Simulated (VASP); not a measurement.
# SnSe2 (P-3m1) in VASP: further runs

SnSe2 is run at these levels: PBEsol; tasks: single point.

All numbers are computed with VASP 6.6.1; they aren't measurements. Logs are shortened: lines on timing, memory, paths and dates and some standing lists are left out, and cuts for length are marked.

## (1) The cell of the first run

It takes space group P-3m1 (No. 164, trigonal). The conventional cell has a = 3.842 Å, b = 3.842 Å, c = 6.187 Å, α = 90.00°, β = 90.00°, γ = 120.00°. Within 3.6 Å of Sn (site symmetry -3m) lie 6 Se at 2.70 Å. Within 3.6 Å of Se (site symmetry 3m) lie 3 Sn at 2.70 Å.

## (2) Single point, PBEsol

Contents of INCAR:

```
SYSTEM = SnSe2
ALGO = Normal
EDIFF = 1E-6
ENCUT = 500
GGA = PS
GGA_COMPAT = .FALSE.
ISIF = 2
ISMEAR = 0
LASPH = .TRUE.
LCHARG = .FALSE.
LREAL = .FALSE.
LWAVE = .FALSE.
NBANDS = 20
NELM = 120
PREC = Accurate
SIGMA = 0.01
```

Contents of KPOINTS:

```
k-points
0
G
  6 6 4
  0 0 0
```

Contents of POSCAR:

```
SnSe2
1.0
    3.8424972961      0.0000000000      0.0000000000
   -1.9212486481      3.3277004601      0.0000000000
    0.0000000000      0.0000000000      6.1867130436
Sn Se
1 2
Direct
    0.0000000000      0.0000000000      0.0000000000
    0.3333333333      0.6666666667      0.2490000000
    0.6666666667      0.3333333333      0.7510000000
```

Potentials or basis: VASP PAW PBE potentials, release 64 (Sn_d, Se).

Started as:

```console
cat potpaw_PBE.64/Sn_d/POTCAR potpaw_PBE.64/Se/POTCAR > POTCAR
mpirun -np 1 vasp_std > vasp.out
```

OUTCAR:

```text
SYSTEM = SnSe2
   EDIFF = 1E-6
   ENCUT = 500
   GGA = PS
   ISIF = 2
   ISMEAR = 0
   LASPH = .TRUE.
   LREAL = .FALSE.
   NELM = 120
   PREC = Accurate

 ion  position               nearest neighbor table
   1  0.000  0.000  0.000-   2 2.70   3 2.70   3 2.70   2 2.70   3 2.70   2 2.70
   2  0.333  0.667  0.249-   1 2.70   1 2.70   1 2.70
   3  0.667  0.333  0.751-   1 2.70   1 2.70   1 2.70

  LATTYP: Found a hexagonal cell.
 ALAT       =     3.8424972961
 C/A-ratio  =     1.6100760955

  Lattice vectors:

 A1 = (   3.8424972961,   0.0000000000,   0.0000000000)
 A2 = (  -1.9212486481,   3.3277004601,   0.0000000000)
 A3 = (   0.0000000000,   0.0000000000,   6.1867130436)

Analysis of symmetry for initial positions (statically):
=====================================================================
 Subroutine PRICEL returns:
 Original cell was already a primitive cell.

 Routine SETGRP: Setting up the symmetry group for a
 hexagonal supercell.

 Subroutine GETGRP returns: Found 12 space group operations
 (whereof 12 operations were pure point group operations)
 out of a pool of 24 trial point group operations.

The static configuration has the point symmetry D_3d.

Analysis of symmetry for dynamics (positions and initial velocities):
=====================================================================
 Subroutine PRICEL returns:
 Original cell was already a primitive cell.

 Routine SETGRP: Setting up the symmetry group for a
 hexagonal supercell.

 Subroutine GETGRP returns: Found 12 space group operations
 (whereof 12 operations were pure point group operations)
 out of a pool of 24 trial point group operations.

The dynamic configuration has the point symmetry D_3d.

 Subroutine INISYM returns: Found 12 space group operations
 (whereof 12 operations are pure point group operations),
 and found     1 'primitive' translations

----------------------------------------------------------------------------------------

                                     Primitive cell

[... 80 lines left out ...]
   NGXF,Y,Z  is equivalent  to a cutoff of  24.23, 24.23, 25.80 a.u.
 SYSTEM =  SnSe2
   PREC   = accura    normal or accurate (medium, high low for compatibility)
   ISTART =      0    job   : 0-new  1-cont  2-samecut
   ICHARG =      2    charge: 1-file 2-atom 10-const
   ISPIN  =      1    spin polarized calculation?
   LNONCOLLINEAR =      F non collinear calculations
   LSORBIT =      F    spin-orbit coupling
   LASPH  =      T    aspherical Exc in radial PAW
   ENCUT  =  500.0 eV  36.75 Ry    6.06 a.u.   7.01  7.01 11.28*2*pi/ulx,y,z
   NELM   =    120;   NELMIN=  2; NELMDL= -5     # of ELM steps
   EDIFF  = 0.1E-05   stopping-criterion for ELM
   LREAL  =      F    real-space projection
   EDIFFG = 0.1E-04   stopping-criterion for IOM
   NSW    =      0    number of steps for IOM
   IBRION =     -1    ionic relax: 0-MD 1-quasi-New 2-CG
   NFREE  =      0    steps in history (QN), initial steepest desc. (CG)
   ISIF   =      2    stress and relaxation
   ISYM   =      2    0-nonsym 1-usesym 2-fastsym
   POTIM  = 0.5000    time-step for ionic-motion
   TEBEG  =    0.0;   TEEND  =   0.0 temperature during run
   PSTRESS=    0.0 pullay stress
   NELECT =      26.0000    total number of electrons
   NUPDOWN=      -1.0000    fix difference up-down
   EMIN   =  10.00;   EMAX   =-10.00  energy-range for DOS
   EFERMI =   0.00;   METHOD = LEGACY
   ISMEAR =     0;   SIGMA  =   0.01  broadening in eV -4-tet -1-fermi 0-gaus
   EFERMI_NEDOS =   21; number of points for ismear=-14 and -15
   IALGO  =     38    algorithm
   IMIX   =      4    mixing-type and parameters
     AMIX     =   0.40;   BMIX     =  1.00
     AMIX_MAG =   1.60;   BMIX_MAG =  1.00
  volume/ion in A,a.u.               =      26.37       177.95
  Fermi-wavevector in a.u.,A,eV,Ry     =   1.129779  2.134972 17.366473  1.276400
  Thomas-Fermi vector in A             =   2.266473
   LORBIT       =      0    0 simple, 1 ext, 2 COOP (PROOUT), +10 PAW based schemes
   GGA     = PS    functional components
   LHFCALC =     F    Hartree Fock is set to
   AEXX    =    0.0000 exact exchange contribution
   IVDW    =     0    specifies the selected vdW correction
   LEPSILON=     F    determine dielectric tensor
   LRPA    =     F    only Hartree local field effects (RPA)
 non-spin polarized calculation
 Gauss-broadening in eV      SIGMA  =   0.01
  energy-cutoff  :      500.00
  volume of cell :       79.11
 maximum number of plane-waves:      2028
   NGX = 13   NGY = 13   NGZ = 23

 number of electron      26.0000006 magnetization

 Free energy of the ion-electron system (eV)
  ---------------------------------------------------
  ext. energy  EPLUGINS =         0.00000000
  ---------------------------------------------------
  free energy    TOTEN  =       -12.95433790 eV

  energy without entropy =      -12.95433790  energy(sigma->0) =      -12.95433790

 E-fermi :   3.9302     XC(G=0):  -9.5257

 val. band max:        3.7902387437   @ k =   0.0000   0.0000   0.0000
 cond. band min:       4.5130632325   @ k =   0.5000   0.0000   0.2500
 fundamental gap:      0.7228244888
 Fermi energy:         3.9301973535

 k-point     1 :       0.0000    0.0000    0.0000
  band No.  band energies     occupation
      1     -17.3394      2.00000
      2     -17.3394      2.00000
      3     -17.3058      2.00000
      4     -17.2908      2.00000
      5     -17.2908      2.00000
      6     -10.0509      2.00000
[... 541 lines left out ...]
     19      12.7137      0.00000
     20      12.7243      0.00000

------------------------ aborting loop because EDIFF is reached ----------------------------------------

  FORCE on cell =-STRESS in cart. coord.  units (eV):
  Direction    XX          YY          ZZ          XY          YZ          ZX
  --------------------------------------------------------------------------------------
  -------------------------------------------------------------------------------------
  Total        0.1388498      0.1388498      1.0092543     -0.0000000      0.0000000      0.0000000
  in kB        2.8121470      2.8121474     20.4405901     -0.0000000      0.0000000      0.0000000
  external PRESSURE =       8.6882948 kB  Pullay stress =       0.0000000 kB

 VOLUME and BASIS-vectors are now :
 -----------------------------------------------------------------------------
  energy-cutoff  :      500.00
  volume of cell :       79.11
      direct lattice vectors                 reciprocal lattice vectors
     3.842497296  0.000000000  0.000000000     0.260247418  0.150253908  0.000000000
    -1.921248648  3.327700460  0.000000000     0.000000000  0.300507817  0.000000000
     0.000000000  0.000000000  6.186713044     0.000000000  0.000000000  0.161636719

 POSITION                                       TOTAL-FORCE (eV/Angst)
 -----------------------------------------------------------------------------------
      0.00000      0.00000      0.00000        -0.000000     -0.000000      0.000000
     -0.00000      2.21847      1.54049         0.000000     -0.000000      0.375590
      1.92125      1.10923      4.64622        -0.000000      0.000000     -0.375590
 -----------------------------------------------------------------------------------
    total drift:                                0.000000      0.000000     -0.000000

  FREE ENERGIE OF THE ION-ELECTRON SYSTEM (eV)
  ---------------------------------------------------
  free  energy   TOTEN  =       -12.9543378974 eV

  energy  without entropy=      -12.9543378974  energy(sigma->0) =      -12.95433790
```

stdout:

```text
POSCAR found type information on POSCAR SnSe
 POSCAR found :  2 types and       3 ions
 scaLAPACK will be used
 -----------------------------------------------------------------------------
|                                                                             |
|                                                                             |
|     You enforced a specific xc type in the INCAR file but a different       |
|     I HOPE YOU KNOW WHAT YOU ARE DOING!                                     |
|                                                                             |
 -----------------------------------------------------------------------------

 LDA part: xc-table for (Slater+PW92), standard interpolation
 POSCAR, INCAR and KPOINTS ok, starting setup
 FFT: planning ... GRIDC
 FFT: planning ... GRID_SOFT
 FFT: planning ... GRID
 WAVECAR not read
 entering main loop
```

Wall time 56 s (1 thread of Intel Xeon 8259CL, shared host); peak memory 0.2 GiB.

Results:

```yaml
Free_energy: -12.9543 eV
Pressure: 0.9 GPa
Largest_force: 0.376 eV/Å
Band_gap_on_the_k_mesh: 0.72 eV (least direct gap 0.90 eV)
```

Forces on the atoms (eV/Å):
```
Sn   0.000  0.000  0.000
Se   0.000  0.000  0.376
Se   0.000  0.000 -0.376
```

Caveat: the PAW data sets were made with another functional, which shifts forces and pressure a little; spin-orbit coupling is left out, which moves the levels of the heavy elements; this functional lacks dispersion, which binds the layers, so the pressure and a relaxed spacing across them are unreliable.

## (3) Single point, PBEsol

This run uses another cell than the first one, of 27.01 Å³/atom.

Contents of INCAR:

```
PREC = Accurate
ENCUT = 500
EDIFF = 1E-6
ISMEAR = 0
SIGMA = 0.01
LREAL = False
LASPH = True
NELM = 120
ALGO = Normal
ISIF = 2
LWAVE = False
LCHARG = False
GGA = PS
NBANDS = 20
GGA_COMPAT = False
```

Contents of KPOINTS:

```
regular mesh
0
Gamma
  6 6 4
```

Contents of POSCAR:

```
SnSe2
1.0
    3.8734865158      0.0000000000      0.0000000000
   -1.9367432579      3.3545379131      0.0000000000
    0.0000000000      0.0000000000      6.2366080454
Sn Se
1 2
Direct
    0.0000000000      0.0000000000      0.0000000000
    0.3333333333      0.6666666667      0.2490000000
    0.6666666667      0.3333333333      0.7510000000
```

Potentials or basis: VASP PAW PBE potentials, release 64 (Sn_d, Se).

Started as:

```console
cat potpaw_PBE.64/Sn_d/POTCAR potpaw_PBE.64/Se/POTCAR > POTCAR
mpirun -np 1 vasp_std > vasp.out
```

Run time: 49 s. Hardware: 1 thread of Intel Xeon 8259CL, shared host; peak memory 0.19 GiB.

It converged, with:

- Free energy: -12.9554 eV
- Pressure: -0.7 GPa
- Largest force: 0.161 eV/Å
- Band gap on the k mesh: 0.71 eV (least direct gap 0.81 eV)

Forces in eV/Å, atoms in the order of the input:
```
Sn   0.000  0.000  0.000
Se   0.000  0.000  0.161
Se   0.000  0.000 -0.161
```

Stress tensor (GPa, compression positive):
```
-1.30  0.00  0.00
 0.00 -1.30  0.00
 0.00  0.00  0.51
```

Levels at points of the mesh, in eV from the valence-band top:
```csv
k point,band 11,band 12,band 13,band 14,band 15,band 16
"(0.00, 0.00, 0.00)",-0.35,-0.35,0.00,0.81,2.82,4.50
"(0.50, 0.00, 0.00)",-2.51,-1.11,-0.27,1.05,3.66,5.33
"(0.00, 0.00, 0.50)",-0.72,-0.20,-0.20,2.19,2.74,4.25
"(0.50, 0.00, 0.50)",-1.90,-0.77,-0.63,0.75,4.14,4.77
```

Caveat: the PAW data sets were made with another functional, which shifts forces and pressure a little; spin-orbit coupling is left out, which moves the levels of the heavy elements; this functional lacks dispersion, which binds the layers, so the pressure and a relaxed spacing across them are unreliable. A k mesh can miss the band edges.

[end of part 1 of 2]
